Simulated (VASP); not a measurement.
# Ca (Pm-3m) in VASP: a series of runs

Ca is run at these levels: LDA; tasks: single point, relaxation of cell and atoms.

Program: VASP 6.6.1. These are calculated values, not measurements. Logs are shortened: lines on timing, memory, paths and dates and some standing lists are left out, and cuts for length are marked.

## 1. The cell of the first run

The structure is cubic, space group Pm-3m (No. 221). Conventional cell: a = 2.466 Å, b = 2.466 Å, c = 2.466 Å, α = 90.00°, β = 90.00°, γ = 90.00°. Within 3.3 Å of Ca (site symmetry m-3m) lie 6 Ca at 2.47 Å.

This isn't the form of Ca at room conditions, which is fcc.

## 2. Single point, LDA

Contents of INCAR:

```
  PREC = Accurate
  ENCUT = 520
  EDIFF = 1E-6
  ISMEAR = -1
  SIGMA = 0.08
  LREAL = False
  LASPH = True
  NELM = 60
  ALGO = Normal
  ISIF = 2
  LWAVE = False
  LCHARG = True
  LELF = True
  LVHAR = True
  NBANDS = 11
```

Contents of KPOINTS:

```
regular mesh
0
Gamma
  15 15 15
```

Contents of POSCAR:

```
Ca
1.0
    2.4656618374      0.0000000000      0.0000000000
    0.0000000000      2.4656618374      0.0000000000
    0.0000000000      0.0000000000      2.4656618374
Ca
1
Direct
    0.0000000000      0.0000000000      0.0000000000
```

Potentials or basis: VASP PAW LDA potentials, release 64 (Ca_sv).

The run is started by

```bash
> cat potpaw_LDA.64/Ca_sv/POTCAR > POTCAR
> mpirun -np 1 vasp_std > vasp.out
```

OUTCAR:

```text
PREC = Accurate
   ENCUT = 520
   EDIFF = 1E-6
   ISMEAR = -1
   LREAL = False
   LASPH = True
   NELM = 60
   ISIF = 2

 ion  position               nearest neighbor table
   1  0.000  0.000  0.000-

  LATTYP: Found a simple cubic cell.
 ALAT       =     2.4656618374

  Lattice vectors:

 A1 = (   2.4656618374,   0.0000000000,   0.0000000000)
 A2 = (   0.0000000000,   2.4656618374,   0.0000000000)
 A3 = (   0.0000000000,   0.0000000000,   2.4656618374)

Analysis of symmetry for initial positions (statically):
=====================================================================
 Subroutine PRICEL returns:
 Original cell was already a primitive cell.

 Routine SETGRP: Setting up the symmetry group for a
 simple cubic supercell.

 Subroutine GETGRP returns: Found 48 space group operations
 (whereof 48 operations were pure point group operations)
 out of a pool of 48 trial point group operations.

The static configuration has the point symmetry O_h .

Analysis of symmetry for dynamics (positions and initial velocities):
=====================================================================
 Subroutine PRICEL returns:
 Original cell was already a primitive cell.

 Routine SETGRP: Setting up the symmetry group for a
 simple cubic supercell.

 Subroutine GETGRP returns: Found 48 space group operations
 (whereof 48 operations were pure point group operations)
 out of a pool of 48 trial point group operations.

The dynamic configuration has the point symmetry O_h .

 Subroutine INISYM returns: Found 48 space group operations
 (whereof 48 operations are pure point group operations),
 and found     1 'primitive' translations

----------------------------------------------------------------------------------------

                                     Primitive cell

  volume of cell :      14.9900

  direct lattice vectors                    reciprocal lattice vectors
     2.465661837  0.000000000  0.000000000     0.405570620  0.000000000  0.000000000
     0.000000000  2.465661837  0.000000000     0.000000000  0.405570620  0.000000000
     0.000000000  0.000000000  2.465661837     0.000000000  0.000000000  0.405570620

  length of vectors
     2.465661837  2.465661837  2.465661837     0.405570620  0.405570620  0.405570620
[... 79 lines left out ...]
   EDIFF  = 0.1E-05   stopping-criterion for ELM
   LREAL  =      F    real-space projection
   EDIFFG = 0.1E-04   stopping-criterion for IOM
   NSW    =      0    number of steps for IOM
   IBRION =     -1    ionic relax: 0-MD 1-quasi-New 2-CG
   NFREE  =      0    steps in history (QN), initial steepest desc. (CG)
   ISIF   =      2    stress and relaxation
   ISYM   =      2    0-nonsym 1-usesym 2-fastsym
   POTIM  = 0.5000    time-step for ionic-motion
   TEBEG  =    0.0;   TEEND  =   0.0 temperature during run
   PSTRESS=    0.0 pullay stress
   NELECT =      10.0000    total number of electrons
   NUPDOWN=      -1.0000    fix difference up-down
   EMIN   =  10.00;   EMAX   =-10.00  energy-range for DOS
   EFERMI =   0.00;   METHOD = LEGACY
   ISMEAR =    -1;   SIGMA  =   0.08  broadening in eV -4-tet -1-fermi 0-gaus
   EFERMI_NEDOS =   21; number of points for ismear=-14 and -15
   IALGO  =     38    algorithm
   IMIX   =      4    mixing-type and parameters
     AMIX     =   0.40;   BMIX     =  1.00
     AMIX_MAG =   1.60;   BMIX_MAG =  1.00
  volume/ion in A,a.u.               =      14.99       101.16
  Fermi-wavevector in a.u.,A,eV,Ry     =   1.430456  2.703171 27.840319  2.046206
  Thomas-Fermi vector in A             =   2.550300
   LORBIT       =      0    0 simple, 1 ext, 2 COOP (PROOUT), +10 PAW based schemes
   GGA     = CA    functional components
   LHFCALC =     F    Hartree Fock is set to
   AEXX    =    0.0000 exact exchange contribution
   IVDW    =     0    specifies the selected vdW correction
   LEPSILON=     F    determine dielectric tensor
   LRPA    =     F    only Hartree local field effects (RPA)
 non-spin polarized calculation
  energy-cutoff  :      520.00
  volume of cell :       14.99
 maximum number of plane-waves:       437
   NGX =  9   NGY =  9   NGZ =  9

 number of electron      10.0000005 magnetization

 Free energy of the ion-electron system (eV)
  ---------------------------------------------------
  ext. energy  EPLUGINS =         0.00000000
  ---------------------------------------------------
  free energy    TOTEN  =         0.20909321 eV

  energy without entropy =        0.22118941  energy(sigma->0) =        0.21514131

 E-fermi :   7.5818     XC(G=0): -12.1599

 val. band max:        7.5518752743   @ k =   0.4667   0.4000   0.3333
 cond. band min:       7.5995960594   @ k =   0.4000   0.0667   0.0000
 fundamental gap:      0.0477207851
 Fermi energy:         7.5817510738

 k-point     1 :       0.0000    0.0000    0.0000
  band No.  band energies     occupation
      1     -33.7601      2.00000
      2     -12.7772      2.00000
      3     -12.7772      2.00000
      4     -12.7772      2.00000
      5       3.9226      2.00000
      6       7.1113      1.99443
      7       7.1113      1.99443
      8      16.6378      0.00000
      9      16.6378      0.00000
     10      16.6378      0.00000
     11      27.0857      0.00000
[... 309 lines left out ...]
 k-point    24 :       0.3333    0.2000    0.0000
  band No.  band energies     occupation
      1     -32.9395      2.00000
      2     -15.4717      2.00000
      3     -13.8149      2.00000
      4     -12.3679      2.00000
      5       6.9699      1.99905
      6       8.6951      0.00000
      7      10.9183      0.00000
      8      13.6170      0.00000
      9      13.6507      0.00000
     10      15.4862      0.00000
     11      21.8401      0.00000

 [... further k-points ...]

------------------------ aborting loop because EDIFF is reached ----------------------------------------

  FORCE on cell =-STRESS in cart. coord.  units (eV):
  Direction    XX          YY          ZZ          XY          YZ          ZX
  --------------------------------------------------------------------------------------
  -------------------------------------------------------------------------------------
  Total        5.3011028      5.3011028      5.3011028     -0.0000000      0.0000000     -0.0000000
  in kB      566.5996117    566.5996117    566.5996117     -0.0000000      0.0000000     -0.0000000
  external PRESSURE =     566.5996117 kB  Pullay stress =       0.0000000 kB

 VOLUME and BASIS-vectors are now :
 -----------------------------------------------------------------------------
  energy-cutoff  :      520.00
  volume of cell :       14.99
      direct lattice vectors                 reciprocal lattice vectors
     2.465661837  0.000000000  0.000000000     0.405570620  0.000000000  0.000000000
     0.000000000  2.465661837  0.000000000     0.000000000  0.405570620  0.000000000
     0.000000000  0.000000000  2.465661837     0.000000000  0.000000000  0.405570620

 POSITION                                       TOTAL-FORCE (eV/Angst)
 -----------------------------------------------------------------------------------
      0.00000      0.00000      0.00000         0.000000      0.000000      0.000000
 -----------------------------------------------------------------------------------
    total drift:                                0.000000      0.000000      0.000000

  FREE ENERGIE OF THE ION-ELECTRON SYSTEM (eV)
  ---------------------------------------------------
  free  energy   TOTEN  =         0.2090932121 eV

  energy  without entropy=        0.2211894106  energy(sigma->0) =        0.21514131
```

Wall time 13 s (1 thread of Intel Xeon 8259CL, shared host); peak memory 0.13 GiB.

What came out:

| Property | Result |
| --- | --- |
| Free energy | 0.2091 eV |
| Pressure | 56.7 GPa |
| Band gap on the k mesh | zero (bands 5 and 6 overlap by 1.81 eV) |

Caveat: the cell stands under pressure.

## 3. Relaxation of cell and atoms, LDA, target pressure 55 GPa, at which the enthalpy is minimised

Contents of INCAR:

```
SYSTEM = Ca
PREC     = Accurate       ! precision mode
ENCUT    = 600            ! plane-wave cutoff, eV
EDIFF    = 1E-7           ! SCF threshold, eV
ISMEAR   = -1             ! smearing method
SIGMA    = 0.08           ! smearing width, eV
LREAL    = .False.        ! projectors in reciprocal space
LASPH    = .True.         ! aspherical terms in the spheres
NELM     = 100            ! most SCF steps
ALGO     = Normal         ! electronic algorithm
ISIF     = 3              ! what is computed and relaxed
LWAVE    = .False.        ! write WAVECAR
LCHARG   = .False.        ! write CHGCAR
IBRION   = 2              ! ionic algorithm
NSW      = 32             ! ionic steps
EDIFFG   = -0.005         ! ionic threshold
PSTRESS  = 550.0
```

Contents of KPOINTS:

```
Automatic mesh
0
Gamma
  15 15 15
  0 0 0
```

POSCAR is that of step 2.

Potentials or basis: VASP PAW LDA potentials, release 64 (Ca_sv).

The run is started by

```bash
> cat potpaw_LDA.64/Ca_sv/POTCAR > POTCAR
> mpirun -np 1 vasp_std > vasp.out
```

Run time: 52 s. Hardware: 1 thread of Intel Xeon 8259CL, shared host; peak memory 0.14 GiB.

The run converged. Its results:

| Property | Result |
| --- | --- |
| Free energy | 0.1428 eV |
| Relaxed volume | 15.18 Å³/atom |
| Relaxed cell | a = 2.476 Å, b = 2.476 Å, c = 2.476 Å, α = 90.00°, β = 90.00°, γ = 90.00° |
| Space group after relaxing (to 0.1 Å) | Pm-3m (No. 221) |
| Energy change on relaxing (the run minimises the enthalpy) | -66.1 meV/atom |
| Ionic steps | 3 |
| Pressure after relaxing | 55.0 GPa |
| Band gap on the k mesh | zero (bands 5 and 6 overlap by 1.71 eV) |

The path:
```tsv
step	energy change (eV)	largest force (eV/Å)	pressure (GPa)	volume (Å³)
1	0.0000	0.0000	56.75	14.99
2	-0.1233	0.0000	53.52	15.35
3	-0.0661	0.0000	55.00	15.18
```

Final structure:
```yaml
crystal:
  lattice:
    - [2.47601, 0.00000, 0.00000]
    - [0.00000, 2.47601, 0.00000]
    - [0.00000, 0.00000, 2.47601]
  atoms:
    - { symbol: Ca, position: [0.00000, 0.00000, 0.00000] }
```

Levels at points of the mesh, in eV from the Fermi level:
```csv
k point,band 3,band 4,band 5,band 6,band 7,band 8
"(0.00, 0.00, 0.00)",-20.40,-20.40,-3.70,-0.44,-0.44,8.97
```

Caveat: the cell is relaxed towards a set pressure, so the run minimises the enthalpy, not the energy.

## 4. Relaxation of cell and atoms, LDA, target pressure 55 GPa, at which the enthalpy is minimised

This run uses another cell than the first one, of 15.88 Å³/atom.

Contents of INCAR:

```
  ALGO = Normal
  EDIFF = 1E-6
  EDIFFG = -0.005
  ENCUT = 600
  GGA = CA
  IBRION = 2
  ISIF = 3
  ISMEAR = -1
  LASPH = True
  LCHARG = False
  LREAL = False
  LWAVE = False
  NELM = 60
  NSW = 60
  PREC = Accurate
  PSTRESS = 550.0
  SIGMA = 0.08
```

Contents of KPOINTS:

```
k-points
0
Gamma
  15 15 15
```

Contents of POSCAR:

```
Ca
1.0
    2.5134078777      0.0000000000      0.0000000000
    0.0000000000      2.5134078777      0.0000000000
    0.0000000000      0.0000000000      2.5134078777
Ca
1
Direct
    0.0000000000      0.0000000000      0.0000000000
```

The run is started by

```bash
> cat potpaw_LDA.64/Ca_sv/POTCAR > POTCAR
> mpirun -np 1 vasp_std > vasp.out
```

Wall time 64 s (1 thread of Intel Xeon 8259CL, shared host); peak memory 0.14 GiB.

The run converged. Its results:

* Free energy: 0.1404 eV
* Relaxed volume: 15.19 Å³/atom
* Relaxed cell: a = 2.476 Å, b = 2.476 Å, c = 2.476 Å, α = 90.00°, β = 90.00°, γ = 90.00°
* Space group after relaxing (to 0.1 Å): Pm-3m (No. 221)
* Energy change on relaxing (the run minimises the enthalpy): +224.6 meV/atom
* Ionic steps: 5
* Pressure after relaxing: 54.9 GPa
* Band gap on the k mesh: zero (bands 5 and 6 overlap by 1.71 eV)

The path:
| step | energy change (eV) | largest force (eV/Å) | pressure (GPa) | volume (Å³) |
| --- | --- | --- | --- | --- |
| 1 | 0.0000 | 0.0000 | 49.10 | 15.88 |
| 2 | 0.4462 | 0.0000 | 61.20 | 14.57 |
| 3 | 0.2245 | 0.0000 | 54.95 | 15.19 |
| 4 | 0.2292 | 0.0000 | 55.07 | 15.17 |
| 5 | 0.2246 | 0.0000 | 54.95 | 15.19 |

Final structure:
```
CELL_PARAMETERS angstrom
2.47635 0.00000 0.00000
0.00000 2.47635 0.00000
0.00000 0.00000 2.47635
ATOMIC_POSITIONS crystal
Ca 0.00000 0.00000 0.00000
```

Levels at points of the mesh, in eV from the Fermi level:
```
           k point  band 3  band 4  band 5  band 6  band 7  band 8
(0.00, 0.00, 0.00)  -20.40  -20.40   -3.70   -0.44   -0.44    8.97
```

Caveat: the cell is relaxed towards a set pressure, so the run minimises the enthalpy, not the energy.

## 5. Summary

```tsv
task	cell	cutoff (eV)	gap on the mesh (eV)	pressure (GPa)
single point	a = 2.466 Å, 1 atom	520	none	56.7
relaxation of cell and atoms	relaxed to 55 GPa from a = 2.466 Å, 1 atom	600	none	55.0
relaxation of cell and atoms	relaxed to 55 GPa from a = 2.513 Å, 1 atom	600	none	54.9
```

Alike in all rows: level LDA; potentials or basis VASP PAW LDA potentials, release 64 (Ca_sv); no spin polarisation; k mesh 15 × 15 × 15; smearing fermi-dirac 0.08 eV.

Caveats: the cell is relaxed towards a set pressure, so the run minimises the enthalpy, not the energy (at least some runs); the cell stands under pressure (at least some runs).

Total energies depend on the potentials used, so only differences within one code and one set of settings carry meaning.

The gap in the log of VASP goes by the Fermi energy; the results here count the filled bands.